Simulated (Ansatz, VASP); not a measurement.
# C in VASP and in Ansatz

POSCAR

```
C
1.0
    0.0000000000      1.7833700000      1.7833700000
    1.7833700000      0.0000000000      1.7833700000
    1.7833700000      1.7833700000      0.0000000000
C
2
Direct
    0.7500000000      0.7500000000      0.7500000000
    0.5000000000      0.5000000000      0.5000000000
```

Contents of INCAR.step1:

```
  ALGO = Normal
  EDIFF = 1E-5
  ENCUT = 910
  GGA = PE
  GGA_COMPAT = False
  ISIF = 2
  ISMEAR = 0
  LASPH = True
  LCHARG = False
  LREAL = False
  LWAVE = True
  NBANDS = 11
  NELM = 120
  PREC = Accurate
  SIGMA = 0.01
```

INCAR.step2

```
  AEXX = 0.25
  ALGO = Normal
  EDIFF = 1E-6
  ENCUT = 910
  GGA = PS
  GGA_COMPAT = False
  ISIF = 2
  ISMEAR = 0
  ISTART = 1
  LASPH = True
  LCHARG = False
  LHFCALC = True
  LREAL = False
  LWAVE = False
  NBANDS = 11
  NELM = 120
  PREC = Accurate
  PRECFOCK = Normal
  SIGMA = 0.01
```

Contents of KPOINTS:

```
k-points
0
Gamma
  7 7 7
```

File input.yaml:

```yaml
crystal:
  lattice:
    - [0.0, 1.78337, 1.78337]
    - [1.78337, 0.0, 1.78337]
    - [1.78337, 1.78337, 0.0]
  atoms:
    - { symbol: C, position: [0.75, 0.75, 0.75] }
    - { symbol: C, position: [0.5, 0.5, 0.5] }
hamiltonian:
  xc: { exchange: pbesol, correlation: pbesol, exx: { coeff: 0.25 } }
  pseudopotentials: { kind: nc, accuracy: stringent, xc_functional: pbesol }
kpoints:
  mp_grid: { grid: [7, 7, 7] }
  band_path:
    path:
      - [[0.0, 0.0, 0.0], [0.5, 0.0, 0.5], [0.5, 0.25, 0.75], [0.375, 0.375, 0.75], [0.0, 0.0, 0.0], [0.5, 0.5, 0.5], [0.625, 0.25, 0.625], [0.5, 0.25, 0.75], [0.5, 0.5, 0.5], [0.375, 0.375, 0.75]]
      - [[0.625, 0.25, 0.625], [0.5, 0.0, 0.5]]
    npoints: 4
scf:
  occupations: { method: fixed }
  n_extra_bands: 6
output:
  forces: true
  stress: true
  eigenvalues: true
  fatbands: false
```

Alike in both runs: functional PBEsol-based global hybrid; k mesh 7 × 7 × 7; no spin polarisation.

|  | VASP | Ansatz |
| --- | --- | --- |
| version | VASP 6.6.1 | Ansatz 0.2.0 |
| potentials or method | VASP PAW PBE potentials, release 64 (C_h) | PseudoDojo stringent (PBEsol files) |
| plane-wave cutoff (eV) | 910 | 1116 |
| occupations | gaussian, width 0.01 eV | fixed |
| valence electrons in the cell | 8 | 8 |
| task | single point | band structure |

Ansatz gave:

```
gap on the k mesh at the Fermi level (eV) : 6.04
least direct gap on the mesh (eV)         : 7.68
```

Q: What did VASP give for the same quantities?

A: gap on the k mesh at the Fermi level (eV): 6.08; least direct gap on the mesh (eV): 7.70.

VASP's potentials were made for PBE, not for PBEsol-based global hybrid.

The k mesh is coarse, so the values compare programs but aren't converged. Noted on VASP's run: the cutoff is short for stress, so the pressure is rough. Noted on Ansatz's run: the k mesh misses the band edges, so the gap on the mesh is wider than the one along the path.
